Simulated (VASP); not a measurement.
Input of a VASP 6.6.1 run:

INCAR

```
ALGO     = Normal         # electronic algorithm
EDIFF    = 1E-7           # SCF threshold, eV
ENCUT    = 520            # plane-wave cutoff, eV
GGA      = PE             # functional
ISIF     = 2              # what is computed and relaxed
ISMEAR   = 0              # smearing method
LASPH    = True           # aspherical terms in the spheres
LCHARG   = False          # write CHGCAR
LREAL    = False          # projectors in reciprocal space
LWAVE    = False          # write WAVECAR
NBANDS   = 16             # bands
NELM     = 60             # most SCF steps
PREC     = Accurate       # precision mode
SIGMA    = 0.1            # smearing width, eV
```

File KPOINTS:

```
k-points
0
Gamma
  12 12 12
```

The input POSCAR:

```
GaSb
1.0
    0.0000000000      3.1678561169      3.1678561169
    3.1678561169      0.0000000000      3.1678561169
    3.1678561169      3.1678561169      0.0000000000
Ga Sb
1 1
Direct
    0.0000000000      0.0000000000      0.0000000000
    0.2500000000      0.2500000000      0.2500000000
```

Potentials or basis: VASP PAW PBE potentials, release 64 (Ga_d, Sb).

Command:

```sh
$ cat potpaw_PBE.64/Ga_d/POTCAR potpaw_PBE.64/Sb/POTCAR > POTCAR
$ mpirun -np 1 vasp_std > vasp.out
```

(1) Estimate the pressure.

(2) What does it give for the band gap on the k mesh?

Answers

(1) -2.2 GPa.

(2) zero (filled and empty bands touch).

Caveat: spin-orbit coupling is left out, which moves the levels of the heavy elements.
